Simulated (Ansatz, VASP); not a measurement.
HfSi3O2 in VASP and in Ansatz

```
Hf Si O
1.0
     3.75639    0.00000    0.00000
    -1.87820    3.25313    0.00000
     0.00000    0.00000    7.09406
Hf Si O
1 3 2
Direct
  0.00000 0.00000 0.00000
  0.33333 0.66667 0.33632
  0.66667 0.33333 0.66368
  0.00000 0.00000 0.50000
  0.33333 0.66667 0.08502
  0.66667 0.33333 0.91498
```

Alike in both runs: task relaxation of cell and atoms; functional PBE; k mesh 12 × 12 × 6; occupations gaussian, width 0.1 eV; no spin polarisation.

|  | VASP | Ansatz |
| --- | --- | --- |
| version | VASP 6.6.1 | Ansatz 0.2.0 |
| potentials or method | VASP PAW PBE potentials, release 64 (Hf_pv, Si, O), cutoff 600 eV | scalar-relativistic, plane waves, PAW |
| valence electrons in the cell | 34 | 50 |

Ansatz gave:

* gap on the k mesh at the Fermi level, each at its own relaxed structure (eV): none
* relaxed volume (Å³/atom): 14.61
* relaxed length of the cell vector where the two differ most in proportion (Å): 3.702

**Question.** Estimate VASP's values.

**Answer.** gap on the k mesh at the Fermi level, each at its own relaxed structure (eV): none; relaxed volume (Å³/atom): 14.52; relaxed length of the cell vector where the two differ most in proportion (Å): 3.680.

A gap of «none» marks a metal or a gap that the smearing closes. VASP's potentials hold 34 valence electrons a cell and Ansatz's 50, so a difference there can come from the potentials and not from the codes.

Neither program's run includes spin-orbit coupling.
